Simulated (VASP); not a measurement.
# KC (F-43m) in VASP: a series of runs

The runs below take KC through single point, with PBE.

Program: VASP 6.6.1. These are calculated values, not measurements. Logs are shortened: lines on timing, memory, paths and dates and some standing lists are left out, and cuts for length are marked.

## 1. The cell of the first run

Symmetry: F-43m, No. 216, cubic system. The conventional cell has a = 5.535 Å, b = 5.535 Å, c = 5.535 Å, α = 90.00°, β = 90.00°, γ = 90.00°. K (site symmetry -43m) has 4 C at 2.40 Å within 3.2 Å. C (site symmetry -43m) has 4 K at 2.40 Å within 3.2 Å.

## 2. Single point, PBE

File INCAR:

```
SYSTEM = KC
  PREC = Accurate
  ENCUT = 600
  EDIFF = 1E-6
  ISMEAR = -1
  SIGMA = 0.1
  LREAL = .FALSE.
  LASPH = .TRUE.
  NELM = 120
  ALGO = Normal
  ISIF = 2
  LWAVE = .FALSE.
  LCHARG = .FALSE.
  GGA = PE
  NBANDS = 14
  GGA_COMPAT = .FALSE.
```

File KPOINTS:

```
Automatic mesh
0
G
  6 6 6
  0 0 0
```

File POSCAR:

```
KC
1.0
    0.0000000000      2.7674250000      2.7674250000
    2.7674250000      0.0000000000      2.7674250000
    2.7674250000      2.7674250000      0.0000000000
K C
1 1
Direct
    0.0000000000      0.0000000000      0.0000000000
    0.2500000000      0.2500000000      0.2500000000
```

Potentials or basis: VASP PAW PBE potentials, release 64 (K_sv, C).

Launch:

```sh
> cat potpaw_PBE.64/K_sv/POTCAR potpaw_PBE.64/C/POTCAR > POTCAR
> mpirun -np 1 vasp_std > vasp.out
```

OUTCAR:

```text
SYSTEM = KC
   PREC = Accurate
   ENCUT = 600
   EDIFF = 1E-6
   ISMEAR = -1
   LREAL = .FALSE.
   LASPH = .TRUE.
   NELM = 120
   ISIF = 2
   GGA = PE

 ion  position               nearest neighbor table
   1  0.000  0.000  0.000-   2 2.40   2 2.40   2 2.40   2 2.40
   2  0.250  0.250  0.250-   1 2.40   1 2.40   1 2.40   1 2.40

  LATTYP: Found a face centered cubic cell.
 ALAT       =     5.5348500000

  Lattice vectors:

 A1 = (   0.0000000000,   2.7674250000,   2.7674250000)
 A2 = (   2.7674250000,   0.0000000000,   2.7674250000)
 A3 = (   2.7674250000,   2.7674250000,   0.0000000000)

Analysis of symmetry for initial positions (statically):
=====================================================================
 Subroutine PRICEL returns:
 Original cell was already a primitive cell.

 Routine SETGRP: Setting up the symmetry group for a
 face centered cubic supercell.

 Subroutine GETGRP returns: Found 24 space group operations
 (whereof 24 operations were pure point group operations)
 out of a pool of 48 trial point group operations.

The static configuration has the point symmetry T_d .

Analysis of symmetry for dynamics (positions and initial velocities):
=====================================================================
 Subroutine PRICEL returns:
 Original cell was already a primitive cell.

 Routine SETGRP: Setting up the symmetry group for a
 face centered cubic supercell.

 Subroutine GETGRP returns: Found 24 space group operations
 (whereof 24 operations were pure point group operations)
 out of a pool of 48 trial point group operations.

The dynamic configuration has the point symmetry T_d .

 Subroutine INISYM returns: Found 24 space group operations
 (whereof 24 operations are pure point group operations),
 and found     1 'primitive' translations

----------------------------------------------------------------------------------------

                                     Primitive cell

  volume of cell :      42.3894

  direct lattice vectors                    reciprocal lattice vectors
     0.000000000  2.767425000  2.767425000    -0.180673370  0.180673370  0.180673370
     2.767425000  0.000000000  2.767425000     0.180673370 -0.180673370  0.180673370
     2.767425000  2.767425000  0.000000000     0.180673370  0.180673370 -0.180673370

  length of vectors
     3.913729968  3.913729968  3.913729968     0.312935456  0.312935456  0.312935456

  position of ions in fractional coordinates (direct lattice)
     0.000000000  0.000000000  0.000000000
     0.250000000  0.250000000  0.250000000

  ion indices of the primitive-cell ions
   primitive index   ion index
                 1           1
                 2           2

----------------------------------------------------------------------------------------

 KPOINTS: Automatic mesh

Automatic generation of k-mesh.
 Grid dimensions read from file:
 generate k-points for:    6    6    6

 Generating k-lattice:

  Cartesian coordinates                     Fractional coordinates (reciprocal lattice)
    -0.030112228  0.030112228  0.030112228     0.166666667  0.000000000  0.000000000
     0.030112228 -0.030112228  0.030112228     0.000000000  0.166666667  0.000000000
     0.030112228  0.030112228 -0.030112228     0.000000000  0.000000000  0.166666667

  Length of vectors
     0.052155909  0.052155909  0.052155909

  Shift w.r.t. Gamma in fractional coordinates (k-lattice)
     0.000000000  0.000000000  0.000000000

 Subroutine IBZKPT returns following result:
 ===========================================

 Found     16 irreducible k-points:

 Following reciprocal coordinates:
            Coordinates               Weight
  0.000000  0.000000  0.000000      1.000000
  0.166667  0.000000  0.000000      8.000000
  0.333333  0.000000  0.000000      8.000000
  0.500000  0.000000  0.000000      4.000000
  0.166667  0.166667  0.000000      6.000000
  0.333333  0.166667  0.000000     24.000000
[... 8 lines left out ...]
 -0.333333  0.333333  0.166667     24.000000
 -0.333333  0.500000  0.166667     12.000000
   k-points           NKPTS =     16   k-points in BZ     NKDIM =     16   number of bands    NBANDS=     14
   number of dos      NEDOS =    301   number of ions     NIONS =      2
   total plane-waves  NPLWV =  32768
   dimension x,y,z NGX =    32 NGY =   32 NGZ =   32
   dimension x,y,z NGXF=    64 NGYF=   64 NGZF=   64
   ions per type =               1   1
   NGX,Y,Z   is equivalent  to a cutoff of  13.59, 13.59, 13.59 a.u.
   NGXF,Y,Z  is equivalent  to a cutoff of  27.19, 27.19, 27.19 a.u.
 SYSTEM =  KC
   PREC   = accura    normal or accurate (medium, high low for compatibility)
   ISTART =      0    job   : 0-new  1-cont  2-samecut
   ICHARG =      2    charge: 1-file 2-atom 10-const
   ISPIN  =      1    spin polarized calculation?
   LNONCOLLINEAR =      F non collinear calculations
   LSORBIT =      F    spin-orbit coupling
   LASPH  =      T    aspherical Exc in radial PAW
   ENCUT  =  600.0 eV  44.10 Ry    6.64 a.u.   7.82  7.82  7.82*2*pi/ulx,y,z
   NELM   =    120;   NELMIN=  2; NELMDL= -5     # of ELM steps
   EDIFF  = 0.1E-05   stopping-criterion for ELM
   LREAL  =      F    real-space projection
   EDIFFG = 0.1E-04   stopping-criterion for IOM
   NSW    =      0    number of steps for IOM
   IBRION =     -1    ionic relax: 0-MD 1-quasi-New 2-CG
   NFREE  =      0    steps in history (QN), initial steepest desc. (CG)
   ISIF   =      2    stress and relaxation
   ISYM   =      2    0-nonsym 1-usesym 2-fastsym
   POTIM  = 0.5000    time-step for ionic-motion
   TEBEG  =    0.0;   TEEND  =   0.0 temperature during run
   PSTRESS=    0.0 pullay stress
   NELECT =      13.0000    total number of electrons
   NUPDOWN=      -1.0000    fix difference up-down
   EMIN   =  10.00;   EMAX   =-10.00  energy-range for DOS
   EFERMI =   0.00;   METHOD = LEGACY
   ISMEAR =    -1;   SIGMA  =   0.10  broadening in eV -4-tet -1-fermi 0-gaus
   EFERMI_NEDOS =   21; number of points for ismear=-14 and -15
   IALGO  =     38    algorithm
   IMIX   =      4    mixing-type and parameters
     AMIX     =   0.40;   BMIX     =  1.00
     AMIX_MAG =   1.60;   BMIX_MAG =  1.00
  volume/ion in A,a.u.               =      21.19       143.03
  Fermi-wavevector in a.u.,A,eV,Ry     =   1.104003  2.086262 16.583076  1.218822
  Thomas-Fermi vector in A             =   2.240469
   LORBIT       =      0    0 simple, 1 ext, 2 COOP (PROOUT), +10 PAW based schemes
   GGA     = PE    functional components
   LHFCALC =     F    Hartree Fock is set to
   AEXX    =    0.0000 exact exchange contribution
   IVDW    =     0    specifies the selected vdW correction
   LEPSILON=     F    determine dielectric tensor
   LRPA    =     F    only Hartree local field effects (RPA)
 non-spin polarized calculation
  energy-cutoff  :      600.00
  volume of cell :       42.39
 maximum number of plane-waves:      1428
   NGX = 15   NGY = 15   NGZ = 15

 number of electron      13.0000001 magnetization

 Free energy of the ion-electron system (eV)
  ---------------------------------------------------
  ext. energy  EPLUGINS =         0.00000000
  ---------------------------------------------------
  free energy    TOTEN  =        -3.30282540 eV

  energy without entropy =       -3.14764895  energy(sigma->0) =       -3.22523718

 E-fermi :   0.4269     XC(G=0):  -8.4845

 val. band max:        0.3992717422   @ k =  -0.3333   0.1667   0.0000
 cond. band min:       0.4355324535   @ k =   0.1667   0.1667   0.0000
 fundamental gap:      0.0362607113
 Fermi energy:         0.4268806234

 k-point     1 :       0.0000    0.0000    0.0000
  band No.  band energies     occupation
      1     -28.5275      2.00000
      2     -11.9515      2.00000
      3     -11.9515      2.00000
      4     -11.9515      2.00000
      5      -8.3724      2.00000
      6       0.2481      1.71334
      7       0.2481      1.71334
      8       0.2481      1.71334
      9       4.8674      0.00000
     10       9.0512      0.00000
     11       9.0512      0.00000
     12      11.1767      0.00000
     13      11.1767      0.00000
     14      11.1767      0.00000

 k-point     2 :       0.1667    0.0000    0.0000
  band No.  band energies     occupation
      1     -28.5103      2.00000
      2     -12.2529      2.00000
      3     -11.9762      2.00000
      4     -11.9762      2.00000
      5      -8.0189      2.00000
      6      -0.0165      1.97653
      7       0.3407      1.40628
      8       0.3407      1.40628
      9       5.6142      0.00000
     10       8.6073      0.00000
     11       8.6073      0.00000
     12      10.6759      0.00000
     13      11.8250      0.00000
     14      11.8250      0.00000

 k-point     3 :       0.3333    0.0000    0.0000
  band No.  band energies     occupation
      1     -28.4756      2.00000
      2     -12.7373      2.00000
      3     -12.0247      2.00000
      4     -12.0247      2.00000
      5      -7.4678      2.00000
      6      -0.1928      1.99593
      7       0.5030      0.63665
      8       0.5030      0.63665
      9       6.6493      0.00000
     10       8.5151      0.00000
     11       8.5151      0.00000
     12       9.4899      0.00000
     13      11.5984      0.00000
     14      11.5984      0.00000
[... 188 lines left out ...]
 k-point    15 :      -0.3333    0.3333    0.1667
  band No.  band energies     occupation
      1     -28.4410      2.00000
      2     -12.8763      2.00000
      3     -12.3170      2.00000
      4     -12.1507      2.00000
      5      -6.9312      2.00000
      6       0.0193      1.96661
      7       0.2186      1.77842
      8       0.9440      0.01129
      9       5.7339      0.00000
     10       7.2783      0.00000
     11       9.3639      0.00000
     12      11.0392      0.00000
     13      11.9189      0.00000
     14      12.2051      0.00000

 k-point    16 :      -0.3333    0.5000    0.1667
  band No.  band energies     occupation
      1     -28.4353      2.00000
      2     -12.9120      2.00000
      3     -12.2959      2.00000
      4     -12.2150      2.00000
      5      -6.8511      2.00000
      6      -0.4051      1.99951
      7       0.5990      0.30340
      8       1.1015      0.00235
      9       5.3672      0.00000
     10       7.1481      0.00000
     11      10.0489      0.00000
     12      10.7403      0.00000
     13      11.8529      0.00000
     14      13.9374      0.00000

------------------------ aborting loop because EDIFF is reached ----------------------------------------

  FORCE on cell =-STRESS in cart. coord.  units (eV):
  Direction    XX          YY          ZZ          XY          YZ          ZX
  --------------------------------------------------------------------------------------
  -------------------------------------------------------------------------------------
  Total        4.2395692      4.2395692      4.2395692      0.0000000     -0.0000000      0.0000000
  in kB      160.2414018    160.2414018    160.2414018      0.0000000     -0.0000000      0.0000000
  external PRESSURE =     160.2414018 kB  Pullay stress =       0.0000000 kB

 VOLUME and BASIS-vectors are now :
 -----------------------------------------------------------------------------
  energy-cutoff  :      600.00
  volume of cell :       42.39
      direct lattice vectors                 reciprocal lattice vectors
     0.000000000  2.767425000  2.767425000    -0.180673370  0.180673370  0.180673370
     2.767425000  0.000000000  2.767425000     0.180673370 -0.180673370  0.180673370
     2.767425000  2.767425000  0.000000000     0.180673370  0.180673370 -0.180673370

 POSITION                                       TOTAL-FORCE (eV/Angst)
 -----------------------------------------------------------------------------------
      0.00000      0.00000      0.00000         0.000000      0.000000      0.000000
      1.38371      1.38371      1.38371        -0.000000     -0.000000     -0.000000
 -----------------------------------------------------------------------------------
    total drift:                               -0.000000     -0.000000      0.000000

  FREE ENERGIE OF THE ION-ELECTRON SYSTEM (eV)
  ---------------------------------------------------
  free  energy   TOTEN  =        -3.3028254040 eV

  energy  without entropy=       -3.1476489480  energy(sigma->0) =       -3.22523718
```

Wall time 21 s (1 thread of Intel Xeon 8259CL, shared host); peak memory 0.17 GiB.

What came out:

* Free energy: -3.3028 eV
* Pressure: 16.0 GPa

## 3. Single point, PBE

File INCAR:

```
  PREC = Accurate
  ENCUT = 600
  EDIFF = 1E-6
  ISMEAR = -1
  SIGMA = 0.1
  LREAL = False
  LASPH = True
  NELM = 120
  ALGO = Normal
  ISIF = 2
  LWAVE = False
  LCHARG = False
  GGA = PE
  NBANDS = 14
  GGA_COMPAT = False
```

File KPOINTS:

```
Automatic mesh
0
Gamma
  6 6 6
```

POSCAR is that of step 2.

Potentials or basis: VASP PAW PBE potentials, release 64 (K_sv, C).

Launch:

```sh
> cat potpaw_PBE.64/K_sv/POTCAR potpaw_PBE.64/C/POTCAR > POTCAR
> mpirun -np 1 vasp_std > vasp.out
```

Run time: 21 s. Hardware: 1 thread of Intel Xeon 8259CL, shared host; peak memory 0.17 GiB.

The run converged. Its results:

```
Free energy : -3.3028 eV
Pressure    : 16.0 GPa
```

Levels at points of the mesh, in eV from the Fermi level:
```csv
k point,band 3,band 4,band 5,band 6,band 7,band 8,band 9,band 10
"(0.00, 0.00, 0.00)",-12.38,-12.38,-8.80,-0.18,-0.18,-0.18,4.44,8.62
"(0.50, 0.00, 0.00)",-12.48,-12.48,-7.68,-0.56,0.14,0.14,6.64,7.98
"(0.50, 0.50, 0.00)",-12.63,-12.63,-7.30,-1.29,0.67,0.67,4.88,6.91
```
